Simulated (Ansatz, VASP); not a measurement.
# Mg in VASP and in Ansatz

```
Mg
1.0
     3.67116    0.00000    0.00000
     0.00000    3.67116    0.00000
     0.00000    0.00000    3.44393
Mg
2
Direct
  0.00000 0.00000 0.00000
  0.50000 0.50000 0.50000
```

Change from the starting cell: strain along c alone, the other axes held, atoms relaxed: +1.0 %.

Alike in both runs: task single point; functional PBE; k mesh 12 × 12 × 12; occupations gaussian, width 0.1 eV; no spin polarisation.

|  | VASP | Ansatz |
| --- | --- | --- |
| version | VASP 6.6.1 | Ansatz 0.2.0 |
| potentials or method | VASP PAW PBE potentials, release 64 (Mg), cutoff 520 eV | scalar-relativistic, plane waves, PAW |
| valence electrons in the cell | 4 | 20 |

Ansatz gave:

```
gap on the k mesh at the Fermi level (eV)                     : none
pressure (GPa)                                                : -0.4
traceless stress, the component that is largest in VASP (GPa) : -0.63
```

Task: What did VASP give for the same quantities?

Result: gap on the k mesh at the Fermi level (eV): none; pressure (GPa): -0.5; traceless stress, the component that is largest in VASP (GPa): -0.63.

A gap of «none» marks a metal or a gap that the smearing closes. With one functional, cell and mesh, what is left measures potentials, basis and numerics. VASP's potentials hold 4 valence electrons a cell and Ansatz's 20, so a difference there can come from the potentials and not from the codes.
